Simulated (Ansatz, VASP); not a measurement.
MgS in VASP and in Ansatz

```
CELL_PARAMETERS angstrom
0.00000 2.60440 2.60440
2.60440 0.00000 2.60440
2.60440 2.60440 0.00000
ATOMIC_POSITIONS crystal
Mg 0.00000 0.00000 0.00000
S 0.50000 0.50000 0.50000
```

Alike in both runs: task relaxation of cell and atoms; functional PBEsol; k mesh 8 × 8 × 8; occupations gaussian, width 0.02 eV; no spin polarisation.

```csv
,VASP,Ansatz
version,VASP 6.6.1,Ansatz 0.2.0
potentials or method,"VASP PAW PBE potentials, release 64 (Mg, S), cutoff 600 eV","scalar-relativistic, plane waves, PAW"
valence electrons in the cell,8,16
```

|  | VASP | Ansatz | Ansatz less VASP |
| --- | --- | --- | --- |
| gap on the k mesh at the Fermi level, each at its own relaxed structure (eV) | 2.73 | 2.73 | -0.005 |
| relaxed volume (Å³/atom) | 17.36 | 17.39 | +0.035 |
| relaxed cell length with the largest relative difference (Å) | 3.662 | 3.664 | +0.0025 |

VASP's potentials were made for PBE, not for PBEsol, and Ansatz warns of the same on its side. VASP's potentials hold 8 valence electrons a cell and Ansatz's 16, so a difference there can come from the potentials and not from the codes.
